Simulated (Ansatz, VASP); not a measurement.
# One calculation of SiB2, two programs

INCAR

```
SYSTEM = SiB2
ALGO     = Normal         ! electronic algorithm
EDIFF    = 1E-6           ! SCF threshold, eV
EDIFFG   = -0.01          ! ionic threshold
ENCUT    = 600            ! plane-wave cutoff, eV
GGA      = PE             ! functional
IBRION   = 2              ! ionic algorithm
ISIF     = 3              ! what is computed and relaxed
ISMEAR   = 0              ! smearing method
LASPH    = .True.         ! aspherical terms in the spheres
LCHARG   = .False.        ! write CHGCAR
LREAL    = .False.        ! projectors in reciprocal space
LWAVE    = .False.        ! write WAVECAR
NELM     = 60             ! most SCF steps
NSW      = 100            ! ionic steps
PREC     = Accurate       ! precision mode
SIGMA    = 0.1            ! smearing width, eV
```

KPOINTS

```
k-points
0
Gamma
  18 18 10
  0 0 0
```

File POSCAR:

```
SiB2
1.0
    2.8006718786      0.0000000000      0.0000000000
   -1.4003359393      2.4254529946      0.0000000000
    0.0000000000      0.0000000000      4.5308655926
Si B
1 2
Direct
    0.6666666667      0.3333333333      0.0000000000
    0.0000000000      0.0000000000      0.3172568306
    0.0000000000      0.0000000000      0.6827431694
```

Input for Ansatz:

```yaml
crystal:
  lattice:
    - [2.8006718786, 0.0, 0.0]
    - [-1.4003359393, 2.4254529946, 0.0]
    - [0.0, 0.0, 4.5308655926]
  atoms:
    - { symbol: Si, position: [0.6666666667, 0.3333333333, 0.0] }
    - { symbol: B, position: [0.0, 0.0, 0.3172568306] }
    - { symbol: B, position: [0.0, 0.0, 0.6827431694] }
basis:
  ecutwfc: 420
kpoints:
  mp_grid: { grid: [18, 18, 10] }
hamiltonian:
  xc: pbe
scf:
  occupations: { method: gaussian, width: 0.1 }
output:
  forces: true
  stress: true
  eigenvalues: true
  write_density: true
  write_potential: true
  elf: true
  volumetric_format: npy
relax:
  adjacent_minimum: "off"
  f_tol: 0.01
  max_steps: 80
  cell: { stress_tol: 0.05 }
```

Alike in both runs: task relaxation of cell and atoms; functional PBE; k mesh 18 × 18 × 10; occupations gaussian, width 0.1 eV; no spin polarisation.

|  | VASP | Ansatz |
| --- | --- | --- |
| version | VASP 6.6.1 | Ansatz 0.2.0 |
| potentials or method | VASP PAW PBE potentials, release 64 (Si, B), cutoff 600 eV | scalar-relativistic, plane waves, PAW |
| valence electrons in the cell | 10 | 10 |

```csv
,VASP,Ansatz,Ansatz less VASP
"gap on the k mesh at the Fermi level, each at its own relaxed structure (eV)",none,none,-
relaxed volume (Å³/atom),10.27,10.27,-0.006
relaxed length of the cell vector where the two differ most in proportion (Å),2.802,2.801,-0.0011
```

A gap of «none» marks a metal or a gap that the smearing closes.
